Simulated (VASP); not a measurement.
Wanted: the native input for a VASP 6.6.1 run.

```yaml
Task: single point
Functional: PBEsol
Potentials_or_basis: VASP PAW PBE potentials, release 64 (Hf_pv)
Cutoff: 520 eV
k_mesh: 16 × 16 × 16
Occupations: gaussian, width 0.1 eV
Spin: no spin polarisation
Dipole_correction: no
Further_INCAR_settings: ALGO = Fast; EDIFF = 1e-07; NBANDS = 11
```

The structure of Hf lies in POSCAR:

```
Hf
1.0
   -1.7096987100      1.7096987100      1.7096987100
    1.7096987100     -1.7096987100      1.7096987100
    1.7096987100      1.7096987100     -1.7096987100
Hf
1
Direct
    0.0000000000      0.0000000000      0.0000000000
```

This isn't the form of Hf at room conditions, which is hcp.

These files were run (other wordings do the same):

INCAR

```
SYSTEM = Hf
PREC     = Accurate       ! precision mode
ENCUT    = 520            ! plane-wave cutoff, eV
EDIFF    = 1E-7           ! SCF threshold, eV
ISMEAR   = 0              ! smearing method
SIGMA    = 0.1            ! smearing width, eV
LREAL    = .False.        ! projectors in reciprocal space
LASPH    = .True.         ! aspherical terms in the spheres
NELM     = 100            ! most SCF steps
ALGO     = Fast           ! electronic algorithm
ISIF     = 2              ! what is computed and relaxed
LWAVE    = .False.        ! write WAVECAR
LCHARG   = .True.         ! write CHGCAR
GGA      = PS             ! functional
LELF     = .True.         ! ELF
LVHAR    = .True.       
NBANDS   = 11             ! bands
```

KPOINTS

```
regular mesh
0
Gamma
  16 16 16
  0 0 0
```

Potentials or basis: VASP PAW PBE potentials, release 64 (Hf_pv).

The run is started by

```sh
$ cat potpaw_PBE.64/Hf_pv/POTCAR > POTCAR
$ mpirun -np 1 vasp_std > vasp.out
```

Results of the run:

```json
{
  "Pressure": "7.1 GPa",
  "Band gap on the k mesh": "zero (bands 5 and 6 overlap by 2.46 eV)"
}
```

Caveat: the cell stands under pressure; the PAW data sets were made with another functional, which shifts forces and pressure a little; spin-orbit coupling is left out, which moves the levels of the heavy elements.

Wall time 30 s on 1 thread of Intel Xeon 8259CL, with other jobs on the host, peak memory 0.16 GiB.
